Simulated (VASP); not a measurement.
A run of VASP 6.6.1 is set up as follows.

File INCAR:

```
SYSTEM = Si3C2
  ALGO = Normal
  EDIFF = 1E-6
  EDIFFG = -0.025
  ENCUT = 600
  GGA = PE
  IBRION = 2
  ISIF = 3
  ISMEAR = 0
  LASPH = .TRUE.
  LCHARG = .FALSE.
  LREAL = .FALSE.
  LWAVE = .FALSE.
  NELM = 80
  NSW = 80
  PREC = Accurate
  SIGMA = 0.2
```

Contents of KPOINTS:

```
k-points
0
G
  8 4 8
  0 0 0
```

Contents of POSCAR:

```
Si3C2
1.0
    1.4834844195     -2.5701892370     -0.0548585119
   -4.3334428188     -2.5026332282     -0.0053654483
    0.0357017926      1.5927642012     -6.4467069138
Si C
6 4
Direct
    0.5808850144      0.8608065632      0.1641920153
    0.0930475135      0.3529816435      0.1459349354
    0.2404860028      0.7506707431      0.5029412093
    0.7431875218      0.2459737764      0.4984012652
    0.8963162402      0.6408884057      0.8443623124
    0.4212948261      0.1484052103      0.8515418456
    0.6552091512      0.5575582948      0.3019376802
    0.1727222308      0.0529079345      0.3132886485
    0.8448264149      0.9424516351      0.6934489092
    0.3520250843      0.4473557936      0.6839511790
```

Potentials or basis: VASP PAW PBE potentials, release 64 (Si, C).

The run is started by

```bash
$ cat potpaw_PBE.64/Si/POTCAR potpaw_PBE.64/C/POTCAR > POTCAR
$ mpirun -np 1 vasp_std > vasp.out
```

Q: Predict the relaxed cell.

A: a = 2.954 Å, b = 5.112 Å, c = 6.840 Å, α = 98.26°, β = 102.47°, γ = 90.01°.

Q: What does it give for the relaxed volume?

A: 9.97 Å³/atom.

Q: Predict the space group after relaxing (to 0.1 Å).

A: C2/m (No. 12).

Step by step:
```tsv
step	energy change (eV)	largest force (eV/Å)	pressure (GPa)	volume (Å³)
1	0.0000	2.5073	10.93	96.12
2	-0.1124	1.2359	-10.76	105.51
3	-0.3685	0.4845	-2.15	101.00
4	-0.3687	0.4703	-1.93	100.90
5	-0.4254	0.2609	-0.27	99.86
6	-0.4313	0.2471	0.54	99.41
7	-0.4450	0.1691	0.00	99.63
8	-0.4484	0.1734	-0.39	99.80
9	-0.4528	0.1129	0.36	99.50
10	-0.4529	0.1084	0.47	99.46
11	-0.4561	0.0829	-0.14	99.74
12	-0.4563	0.0893	-0.29	99.82
13	-0.4579	0.0804	0.08	99.65
14	-0.4579	0.0860	0.15	99.61
15	-0.4589	0.0462	-0.05	99.70
16	-0.4590	0.0414	-0.12	99.73
17	-0.4594	0.0321	0.12	99.62
18	-0.4594	0.0337	0.14	99.61
19	-0.4597	0.0223	-0.09	99.72
```
